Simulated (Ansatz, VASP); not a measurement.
Mg: VASP beside Ansatz

Contents of POSCAR:

```
Mg
1.0
    3.1792646660      0.0000000000      0.0000000000
   -1.5896323330      2.7533239661      0.0000000000
    0.0000000000      0.0000000000      5.1568903903
Mg
2
Direct
    0.3333333333      0.6666666667      0.2500000000
    0.6666666667      0.3333333333      0.7500000000
```

Contents of INCAR.step1:

```
  PREC = Accurate
  ENCUT = 520
  ISMEAR = -1
  SIGMA = 0.1
  LREAL = F
  LASPH = T
  NELM = 80
  NBANDS = 9
  GGA = PE
  ALGO = Normal
  EDIFF = 1E-4
  LWAVE = T
  LCHARG = F
```

File INCAR.step2:

```
  PREC = Accurate
  ENCUT = 520
  EDIFF = 1E-6
  ISMEAR = -1
  SIGMA = 0.1
  LREAL = F
  LASPH = T
  NELM = 80
  ALGO = Normal
  ISIF = 2
  LWAVE = F
  LCHARG = T
  METAGGA = R2SCAN
  LMIXTAU = T
  LELF = T
  LVHAR = T
  NBANDS = 9
  ISTART = 1
```

The input KPOINTS:

```
regular mesh
0
Gamma
  19 19 10
```

Input for Ansatz:

```yaml
crystal:
  lattice:
    - [3.179264666, 0.0, 0.0]
    - [-1.589632333, 2.7533239661, 0.0]
    - [0.0, 0.0, 5.1568903903]
  atoms:
    - { symbol: Mg, position: [0.3333333333, 0.6666666667, 0.25] }
    - { symbol: Mg, position: [0.6666666667, 0.3333333333, 0.75] }
hamiltonian:
  xc: r2scan
  pseudopotentials:
    kind: paw
    azcp:
      Mg: "pseudopotentials/Mg.paw.azcp"
basis:
  ecutwfc: 500
  fft_grid_basis: typed
kpoints:
  mp_grid: { grid: [19, 19, 10], shift: [0, 0, 0] }
magnetization:
  spin_polarized: false
scf:
  occupations: { method: fermi_dirac, width: 0.1 }
output:
  stress: true
```

Alike in both runs: task single point; functional r2SCAN; k mesh 19 × 19 × 10; occupations fermi-dirac, width 0.1 eV; no spin polarisation.

|  | VASP | Ansatz |
| --- | --- | --- |
| version | VASP 6.6.1 | Ansatz 0.2.0 |
| potentials or method | VASP PAW PBE potentials, release 64 (Mg), cutoff 520 eV | plane waves (500 eV) with PAW, scalar-relativistic |
| valence electrons in the cell | 4 | 20 |

Ansatz gave:

* pressure (GPa): 0.1
* traceless stress, the component that is largest in VASP (GPa): -0.08

Problem. Which values does VASP return?

Solution. Pressure (GPa): -0.2; traceless stress, the component that is largest in VASP (GPa): -0.08.

VASP's potentials were made for PBE, not for r2SCAN. VASP's potentials hold 4 valence electrons a cell and Ansatz's 20, so a difference there can come from the potentials and not from the codes.
